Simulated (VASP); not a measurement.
# GaN (Fm-3m) in VASP: a series of runs, part 2 of 2

VASP 6.6.1.

### 3 Relaxation of cell and atoms, LDA

This run uses another cell than the first one, of 9.74 Å³/atom, 1.064 times its volume.

Input file INCAR:

```
SYSTEM = GaN
PREC     = Accurate       ! precision mode
ENCUT    = 600            ! plane-wave cutoff, eV
EDIFF    = 1E-7           ! SCF threshold, eV
ISMEAR   = 0              ! smearing method
SIGMA    = 0.1            ! smearing width, eV
LREAL    = .False.        ! projectors in reciprocal space
LASPH    = .True.         ! aspherical terms in the spheres
NELM     = 60             ! most SCF steps
ALGO     = Normal         ! electronic algorithm
ISIF     = 3              ! what is computed and relaxed
LWAVE    = .False.        ! write WAVECAR
LCHARG   = .False.        ! write CHGCAR
GGA      = CA             ! functional
IBRION   = 2              ! ionic algorithm
NSW      = 100            ! ionic steps
EDIFFG   = -0.05          ! ionic threshold
```

Input file KPOINTS:

```
regular mesh
0
Gamma
  8 8 8
  0 0 0
```

Input file POSCAR:

```
GaN
1.0
    0.0000000000      2.1352350000      2.1352350000
    2.1352350000      0.0000000000      2.1352350000
    2.1352350000      2.1352350000      0.0000000000
Ga N
1 1
Direct
    0.0000000000      0.0000000000      0.0000000000
    0.5000000000      0.5000000000      0.5000000000
```

Potentials or basis: VASP PAW LDA potentials, release 64 (Ga_d, N).

Command:

```
cat potpaw_LDA.64/Ga_d/POTCAR potpaw_LDA.64/N/POTCAR > POTCAR
mpirun -np 1 vasp_std > vasp.out
```

OUTCAR:

```text
SYSTEM = GaN
   PREC = Accurate
   ENCUT = 600
   EDIFF = 1E-7
   ISMEAR = 0
   LREAL = .False.
   LASPH = .True.
   NELM = 60
   ISIF = 3
   GGA = CA
   IBRION = 2
   NSW = 100
   EDIFFG = -0.05

 ion  position               nearest neighbor table
   1  0.000  0.000  0.000-   2 2.14   2 2.14   2 2.14   2 2.14   2 2.14   2 2.14
   2  0.500  0.500  0.500-   1 2.14   1 2.14   1 2.14   1 2.14   1 2.14   1 2.14

  LATTYP: Found a face centered cubic cell.
 ALAT       =     4.2704700000

  Lattice vectors:

 A1 = (   0.0000000000,   2.1352350000,   2.1352350000)
 A2 = (   2.1352350000,   0.0000000000,   2.1352350000)
 A3 = (   2.1352350000,   2.1352350000,   0.0000000000)

Analysis of symmetry for initial positions (statically):
=====================================================================
 Subroutine PRICEL returns:
 Original cell was already a primitive cell.

 Routine SETGRP: Setting up the symmetry group for a
 face centered cubic supercell.

 Subroutine GETGRP returns: Found 48 space group operations
[... 9 lines left out ...]

 Routine SETGRP: Setting up the symmetry group for a
 face centered cubic supercell.

 Subroutine GETGRP returns: Found 48 space group operations
[... 11 lines left out ...]
                                     Primitive cell

  volume of cell :      19.4700

  direct lattice vectors                    reciprocal lattice vectors
     0.000000000  2.135235000  2.135235000    -0.234166263  0.234166263  0.234166263
     2.135235000  0.000000000  2.135235000     0.234166263 -0.234166263  0.234166263
     2.135235000  2.135235000  0.000000000     0.234166263  0.234166263 -0.234166263

  length of vectors
     3.019678296  3.019678296  3.019678296     0.405587864  0.405587864  0.405587864

  position of ions in fractional coordinates (direct lattice)
     0.000000000  0.000000000  0.000000000
     0.500000000  0.500000000  0.500000000

[... 106 lines left out ...]
   LRPA    =     F    only Hartree local field effects (RPA)
 conjugate gradient relaxation of ions
 non-spin polarized calculation
 Gauss-broadening in eV      SIGMA  =   0.10
  energy-cutoff  :      600.00
  volume of cell :       19.47
 maximum number of plane-waves:       660
   NGX = 13   NGY = 13   NGZ = 13

--------------------------------------- Ionic step        1  -------------------------------------------

 number of electron      18.0000005 magnetization

 Free energy of the ion-electron system (eV)
  ---------------------------------------------------
  ext. energy  EPLUGINS =         0.00000000
  ---------------------------------------------------
  free energy    TOTEN  =       -13.03703998 eV

  energy without entropy =      -13.03664194  energy(sigma->0) =      -13.03684096

------------------------ aborting loop because EDIFF is reached ----------------------------------------

  FORCE on cell =-STRESS in cart. coord.  units (eV):
  Direction    XX          YY          ZZ          XY          YZ          ZX
  --------------------------------------------------------------------------------------
  -------------------------------------------------------------------------------------
  Total       -1.5411813     -1.5411813     -1.5411813     -0.0000000      0.0000000     -0.0000000
  in kB     -126.8227847   -126.8227847   -126.8227847     -0.0000000      0.0000000     -0.0000000
  external PRESSURE =    -126.8227847 kB  Pullay stress =       0.0000000 kB
[... 59 lines left out ...]
--------------------------------------- Ionic step        3  -------------------------------------------

 number of electron      18.0000001 magnetization

 Free energy of the ion-electron system (eV)
  ---------------------------------------------------
  ext. energy  EPLUGINS =         0.00000000
  ---------------------------------------------------
  free energy    TOTEN  =       -13.08342788 eV

  energy without entropy =      -13.08342766  energy(sigma->0) =      -13.08342777

 E-fermi :   8.3274     XC(G=0): -13.6347

 val. band max:        8.0099526045   @ k =  -0.2500   0.1250   0.0000
 cond. band min:       8.6119989626   @ k =   0.5000   0.5000   0.0000
 fundamental gap:      0.6020463581
 Fermi energy:         8.3274187597

 k-point     1 :       0.0000    0.0000    0.0000
  band No.  band energies     occupation
      1      -9.4503      2.00000
      2      -6.0679      2.00000
      3      -6.0679      2.00000
      4      -6.0679      2.00000
      5      -5.9632      2.00000
      6      -5.9632      2.00000
      7       7.4702      2.00000
      8       7.4702      2.00000
      9       7.4702      2.00000
     10      10.6491      0.00000
     11      22.8380      0.00000
     12      22.8380      0.00000
     13      22.8380      0.00000
[... 354 lines left out ...]
  band No.  band energies     occupation
      1      -7.1452      2.00000
      2      -6.1991      2.00000
      3      -6.1035      2.00000
      4      -6.0155      2.00000
      5      -5.8159      2.00000
      6      -4.3588      2.00000
      7       0.3194      2.00000
      8       4.8551      2.00000
      9       6.3565      2.00000
     10      13.8992      0.00000
     11      15.1810      0.00000
     12      18.8555      0.00000
     13      18.9361      0.00000

 [... further k-points ...]
[... 5 lines left out ...]
  --------------------------------------------------------------------------------------
  -------------------------------------------------------------------------------------
  Total       -0.0187063     -0.0187063     -0.0187063     -0.0000000     -0.0000000     -0.0000000
  in kB       -1.6312373     -1.6312373     -1.6312373     -0.0000000     -0.0000000     -0.0000000
  external PRESSURE =      -1.6312373 kB  Pullay stress =       0.0000000 kB
[... 17 lines left out ...]
  FREE ENERGIE OF THE ION-ELECTRON SYSTEM (eV)
  ---------------------------------------------------
  free  energy   TOTEN  =       -13.0834278750 eV

  energy  without entropy=      -13.0834276635  energy(sigma->0) =      -13.08342777

 reached required accuracy - stopping structural energy minimisation
```

OSZICAR:

```text
N       E                     dE             d eps       ncg     rms          rms(c)
DAV:   1     0.805463854824E+02    0.80546E+02   -0.10514E+04   842   0.286E+03
DAV:   2    -0.933205769257E+01   -0.89878E+02   -0.83814E+02   859   0.359E+02
DAV:   3    -0.147480929320E+02   -0.54160E+01   -0.53871E+01   859   0.791E+01
[... 27 lines left out ...]
DAV:   4    -0.130836196314E+02    0.82369E-02   -0.20487E-02   974   0.252E+00    0.101E-01
DAV:   5    -0.130834505571E+02    0.16907E-03   -0.69699E-04  1037   0.538E-01    0.276E-02
DAV:   6    -0.130834295992E+02    0.20958E-04   -0.32895E-05  1019   0.104E-01    0.121E-02
DAV:   7    -0.130834279680E+02    0.16312E-05   -0.26666E-06   898   0.268E-02    0.114E-03
DAV:   8    -0.130834278750E+02    0.93009E-07   -0.39120E-07   704   0.185E-02
   3 F= -.13083428E+02 E0= -.13083428E+02  d E =-.463879E-01
```

CONTCAR:

```text
GaN
   1.00000000000000
    -0.0000000000000000    2.0943555077487455    2.0943555077487455
     2.0943555077487455   -0.0000000000000000    2.0943555077487455
     2.0943555077487455    2.0943555077487455   -0.0000000000000000
  Ga              N
     1     1
Direct
     0.0000000000000000    0.0000000000000000    0.0000000000000000
     0.5000000000000000    0.5000000000000000    0.5000000000000000

  0.00000000E+00  0.00000000E+00  0.00000000E+00
  0.00000000E+00  0.00000000E+00  0.00000000E+00
```

Run time: 42 s. Hardware: 1 thread of AMD EPYC 7R13, shared host; peak memory 0.11 GiB.

What came out:

```yaml
Free_energy: -13.0834 eV
Relaxed_volume: 9.19 Å³/atom
Relaxed_cell: a = 2.962 Å, b = 2.962 Å, c = 2.962 Å, α = 60.00°, β = 60.00°, γ = 60.00°
Space_group_after_relaxing_to_0.05_Å: Fm-3m (No. 225)
Energy_gained_by_relaxing: 23.2 meV/atom
Ionic_steps: 3
Pressure_after_relaxing: -0.2 GPa
Band_gap_on_the_k_mesh: 0.60 eV, indirect (least direct gap 3.18 eV)
```

Step by step:
```
step  energy change (eV)  largest force (eV/Å)  pressure (GPa)  volume (Å³)
   1              0.0000                0.0000          -12.68        19.47
   2             -0.0008                0.0000           15.58        17.38
   3             -0.0464                0.0000           -0.16        18.37
```

Final structure:
```yaml
crystal:
  lattice:
    - [0.00000, 2.09436, 2.09436]
    - [2.09436, 0.00000, 2.09436]
    - [2.09436, 2.09436, 0.00000]
  atoms:
    - { symbol: Ga, position: [0.00000, 0.00000, 0.00000] }
    - { symbol: N, position: [0.50000, 0.50000, 0.50000] }
```

Levels at points of the mesh, in eV from the valence-band top:
```tsv
k point	band 6	band 7	band 8	band 9	band 10	band 11	band 12	band 13
(0.00, 0.00, 0.00)	-13.97	-0.54	-0.54	-0.54	2.64	14.83	14.83	14.83
(0.50, 0.00, 0.00)	-13.83	-8.47	-0.15	-0.15	4.80	9.06	9.06	9.61
(0.50, 0.50, 0.00)	-10.79	-7.38	-3.16	-3.16	0.60	7.81	12.06	14.64
```

A k mesh can miss the band edges. LDA gaps usually lie below the measured ones, often by a third to a half.
